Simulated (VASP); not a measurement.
The system is BaTiO3.

```
Ba Ti O
1.0
     2.79430    1.61329    2.28610
    -2.79430    1.61329    2.28610
     0.00000   -3.22659    2.28610
Ba Ti O
1 1 3
Direct
  0.99845 0.99845 0.99845
  0.50619 0.50619 0.50619
  0.49073 0.98499 0.49073
  0.49073 0.49073 0.98499
  0.98499 0.49073 0.49073
```

This cell differs from its parent crystal: equal strain along all axes, cell held: -1.5 %.

```yaml
Program: VASP 6.6.1
Task: relaxation of the atoms
Functional: r2SCAN
Potentials_or_basis: VASP PAW PBE potentials, release 64 (Ba_sv, Ti_sv, O)
Cutoff: 580 eV
k_mesh: 6 × 6 × 6
Occupations: gaussian, width 0.02 eV
Spin: no spin polarisation
Hubbard_terms: Ti d U = 4.0 eV
```

At the start: pressure 13.3 GPa; volume 12.37 Å³/atom.

Q: How do energy, volume and symmetry change on relaxing?

A: Over 7 steps the energy falls by 12.6 meV/atom at a fixed cell; space group R3m (No. 160, to 0.1 Å) before, Pm-3m (No. 221, to 0.1 Å).

The path:
```
step  energy change (eV)  largest force (eV/Å)  pressure (GPa)
   1              0.0000                0.9096           13.27
   2             -0.0503                0.2849           11.81
   3             -0.0528                0.2096           11.66
   4             -0.0599                0.1221           11.62
   5             -0.0626                0.0505           11.60
   6             -0.0628                0.0129           11.60
   7             -0.0628                0.0031           11.60
```

Final structure:
```yaml
crystal:
  lattice:
    - [2.79430, 1.61329, 2.28610]
    - [-2.79430, 1.61329, 2.28610]
    - [0.00000, -3.22659, 2.28610]
  atoms:
    - { symbol: Ba, position: [0.99425, 0.99425, 0.99425] }
    - { symbol: Ti, position: [0.49415, 0.49415, 0.49415] }
    - { symbol: O, position: [0.49423, 0.99425, 0.49423] }
    - { symbol: O, position: [0.49423, 0.49423, 0.99425] }
    - { symbol: O, position: [0.99425, 0.49423, 0.49423] }
```

Caveat: the cell differs from its parent crystal (equal strain along all axes, cell held: -1.5 %); the PAW data sets were made with another functional, which shifts forces and pressure a little.
